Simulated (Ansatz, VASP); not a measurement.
One calculation of Hg, two programs

```
Hg
1.0
    -1.80879    1.85674    1.89040
     1.83808   -1.93802    1.99865
     1.81631    1.94553   -1.96998
Hg
1
Direct
  0.47939 0.49282 0.00545
```

Change from the starting cell: cell strained at random at fixed volume.

Alike in both runs: functional LDA; k mesh 7 × 7 × 7; occupations methfessel-paxton of order 1, width 0.1 eV; non-collinear spin, spin-orbit coupling.

```csv
,VASP,Ansatz
version,VASP 6.6.1,Ansatz 0.2.0
potentials or method,"VASP PAW LDA potentials, release 64 (Hg), cutoff 520 eV","all-electron LAPW, relativistic spinors"
task,single point,band structure
```

Ansatz gave:

| Quantity | Value |
| --- | --- |
| pressure (GPa) | -5.9 |
| traceless stress, the component that is largest in VASP (GPa) | 0.43 |
| net moment per atom (μB) | 0.00 |

Q: Estimate VASP's values.

A: Pressure (GPa): -5.4; traceless stress, the component that is largest in VASP (GPa): 0.43; net moment per atom (μB): 0.00.

LDA's correlation is that of Perdew and Zunger in VASP and of Perdew and Wang (1992) in Ansatz. Ansatz ran all-electron here, and VASP with PAW potentials.

Noted on Ansatz's run: the k mesh is thin for a metal, which can move the energy by tens of meV per atom.
